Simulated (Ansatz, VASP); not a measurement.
InRu2 in VASP and in Ansatz

The input INCAR:

```
SYSTEM = InRu2
PREC = Accurate
ENCUT = 520
EDIFF = 1E-7
ISMEAR = 0
SIGMA = 0.1
LREAL = .FALSE.
LASPH = .TRUE.
NELM = 150
ALGO = Normal
ISIF = 2
LWAVE = .FALSE.
LCHARG = .FALSE.
ISPIN = 2
MAGMOM = 0 0 1 1 1 1
LORBIT = 11
LMAXMIX = 4
GGA = PE
NBANDS = 54
```

The input KPOINTS:

```
regular mesh
0
G
  4 4 4
  0 0 0
```

The input POSCAR:

```
InRu2
1.0
    0.0000000000      3.6870890420      3.6870890420
    3.6870890420      0.0000000000      3.6870890420
    3.6870890420      3.6870890420      0.0000000000
In Ru
2 4
Direct
    0.5000000000      0.5000000000      0.5000000000
    0.7500000000      0.7500000000      0.7500000000
    0.1250000000      0.6250000000      0.1250000000
    0.1250000000      0.1250000000      0.6250000000
    0.6250000000      0.1250000000      0.1250000000
    0.1250000000      0.1250000000      0.1250000000
```

Input for Ansatz:

```yaml
crystal:
  lattice:
    - [0.0, 3.687089042, 3.687089042]
    - [3.687089042, 0.0, 3.687089042]
    - [3.687089042, 3.687089042, 0.0]
  atoms:
    - { symbol: In, position: [0.5, 0.5, 0.5] }
    - { symbol: In, position: [0.75, 0.75, 0.75] }
    - { symbol: Ru, position: [0.125, 0.625, 0.125], spin: 1.0 }
    - { symbol: Ru, position: [0.125, 0.125, 0.625], spin: 1.0 }
    - { symbol: Ru, position: [0.625, 0.125, 0.125], spin: 1.0 }
    - { symbol: Ru, position: [0.125, 0.125, 0.125], spin: 1.0 }
basis:
  ecutwfc: 420
kpoints:
  mp_grid: { grid: [4, 4, 4] }
hamiltonian:
  xc: pbe
scf:
  occupations: { method: gaussian, width: 0.1 }
  lower_state_search: "off"
output:
  forces: true
  stress: true
  eigenvalues: true
  populations: true
magnetization:
  spin_polarized: true
```

Change from the starting cell: species swapped into the MgCu2 type (Fd-3m, No. 227).

Alike in both runs: task single point; functional PBE; k mesh 4 × 4 × 4; occupations gaussian, width 0.1 eV; collinear spin.

|  | VASP | Ansatz |
| --- | --- | --- |
| version | VASP 6.6.1 | Ansatz 0.2.0 |
| potentials or method | VASP PAW PBE potentials, release 64 (In_d, Ru_pv), cutoff 520 eV | scalar-relativistic, plane waves, PAW |
| valence electrons in the cell | 82 | 90 |

|  | VASP | Ansatz | Ansatz less VASP |
| --- | --- | --- | --- |
| gap on the k mesh at the Fermi level (eV) | none | none | - |
| pressure (GPa) | 0.6 | 0.6 | 0.00 |
| net moment per atom (μB) | 0.29 | 0.30 | +0.001 |
| size of the moment on the site where the two differ most (μB) | 0.45 | 0.43 | -0.018 |

Site moments also hang on the region over which each program counts them. A gap of «none» marks a metal or a gap that the smearing closes. With one functional, cell and mesh, what is left measures potentials, basis and numerics. VASP's potentials hold 82 valence electrons a cell and Ansatz's 90, so a difference there can come from the potentials and not from the codes.

The k mesh is coarse, so the values compare programs but aren't converged.
